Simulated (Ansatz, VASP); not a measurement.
One calculation of Cr, two programs

```
Cr
1.0
     0.00000    1.79820    1.79820
     1.79820    0.00000    1.79820
     1.79820    1.79820    0.00000
Cr
1
Direct
  0.00000 0.00000 0.00000
```

Alike in both runs: functional r2SCAN; k mesh 26 × 26 × 26; occupations gaussian, width 0.1 eV; collinear spin.

Ansatz relaxed the structure, and its values are those at the end. VASP's run is a single point on that final structure, the one shown.

|  | VASP | Ansatz |
| --- | --- | --- |
| version | VASP 6.6.1 | Ansatz 0.2.0 |
| potentials or method | VASP PAW PBE potentials, release 64 (Cr_pv), cutoff 520 eV | scalar-relativistic, plane waves, PAW |
| valence electrons in the cell | 12 | 14 |

VASP gave:

| Property | Result |
| --- | --- |
| gap on the k mesh at the Fermi level (eV) | none |
| pressure (GPa) | 0.7 |
| net moment per atom (μB) | 0.00 |

Question: Estimate Ansatz's values.

Answer: gap on the k mesh at the Fermi level (eV): none; pressure (GPa): 0.0; net moment per atom (μB): 0.00.

VASP's potentials were made for PBE, not for r2SCAN. A gap of «none» marks a metal or a gap that the smearing closes. VASP's potentials hold 12 valence electrons a cell and Ansatz's 14, so a difference there can come from the potentials and not from the codes. Ansatz's warnings: seeded moment not kept.
